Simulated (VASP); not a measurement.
Runs of VASP 6.6.1 on Hf. The structure is that of space group Fm-3m (No. 225), or close to it. The cells are those of the table. This isn't the form of Hf at room conditions, which is hcp.

| cell | gap on the mesh (eV) | pressure (GPa) |
| --- | --- | --- |
| a = 3.265 Å, angles 60.0°, 1 atom | none | -8.8 |
| a = 3.391 Å, angles 60.0°, 1 atom | none | (a) |
| a = 3.017, b = 3.017, c = 2.888 Å, angles 61.4, 61.4, 57.2°, 1 atom | none | 26.1 |
| a = 2.888 Å, angles 60.0°, 1 atom | none | 43.6 |
| a = 2.952, b = 2.952, c = 2.888 Å, angles 60.7, 60.7, 58.6°, 1 atom | none | (b) |
| a = 3.014 Å, angles 60.0°, 1 atom | none | 18.7 |

Alike in all rows: task single point; level r2SCAN; potentials or basis VASP PAW PBE potentials, release 64 (Hf_pv); no spin polarisation; k mesh 18 × 18 × 18; cutoff (eV) 520; smearing gaussian 0.15 eV.

Problem. Fill in the values left out.

Solution. (a) -16.1; (b) 34.1.

Caveats: the PAW data sets were made with another functional, which shifts forces and pressure a little; spin-orbit coupling is left out, which moves the levels of the heavy elements; the cell stands under pressure (at least some runs); the cell stands under tension (at least some runs).

A k mesh can miss the band edges, and the runs leave out spin-orbit coupling on Hf.

A gap of «none» marks levels without a gap at the run's occupations.
